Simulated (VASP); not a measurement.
Set up this calculation in VASP 6.6.1, as the native input.

```
Task                   : single point
Functional             : PBEsol
Potentials or basis    : VASP PAW PBE potentials, release 64 (Te, Mo_sv)
Cutoff                 : 520 eV
k mesh                 : 12 × 12 × 4
Occupations            : gaussian, width 0.02 eV
Spin                   : no spin polarisation
Dipole correction      : no
Further INCAR settings : ALGO = Normal; EDIFF = 1e-07; NBANDS = 20
```

The structure of Te2Mo lies in POSCAR:

```
Te2Mo
1.0
    3.4217911020      0.0000000000      0.0000000000
   -1.7108955510      2.9633580208      0.0000000000
    0.0000000000      0.0000000000      7.4038887877
Te Mo
2 1
Direct
    0.3333333333      0.6666666667      0.7543678477
    0.3333333333      0.6666666667      0.2456321523
    0.0000000000      0.0000000000      0.0000000000
```

These files were run (other wordings do the same):

INCAR

```
SYSTEM = Te2Mo
PREC     = Accurate       ! precision mode
ENCUT    = 520            ! plane-wave cutoff, eV
EDIFF    = 1E-7           ! SCF threshold, eV
ISMEAR   = 0              ! smearing method
SIGMA    = 0.02           ! smearing width, eV
LREAL    = .False.        ! projectors in reciprocal space
LASPH    = .True.         ! aspherical terms in the spheres
NELM     = 60             ! most SCF steps
ALGO     = Normal         ! electronic algorithm
ISIF     = 2              ! what is computed and relaxed
LWAVE    = .False.        ! write WAVECAR
LCHARG   = .True.         ! write CHGCAR
GGA      = PS             ! functional
LELF     = .True.         ! ELF
LVHAR    = .True.       
NBANDS   = 20             ! bands
```

KPOINTS

```
Automatic mesh
0
Gamma
  12 12 4
  0 0 0
```

Potentials or basis: VASP PAW PBE potentials, release 64 (Te, Mo_sv).

Launch:

```bash
$ cat potpaw_PBE.64/Te/POTCAR potpaw_PBE.64/Mo_sv/POTCAR > POTCAR
$ mpirun -np 1 vasp_std > vasp.out
```

Results of the run:

The pressure is 4.2 GPa. The largest force is 0.028 eV/Å. The band gap on the k mesh is 0.81 eV, indirect (least direct gap 1.20 eV).

Caveat: the PAW data sets were made with another functional, which shifts forces and pressure a little; spin-orbit coupling is left out, which moves the levels of the heavy elements; this functional lacks dispersion, which binds the layers, so the pressure and a relaxed spacing across them are unreliable.

Run time: 35 s on 1 thread of Intel(R) Xeon(R) 6975P-C (Granite Rapids), with other jobs on the host, peak memory 0.24 GiB.
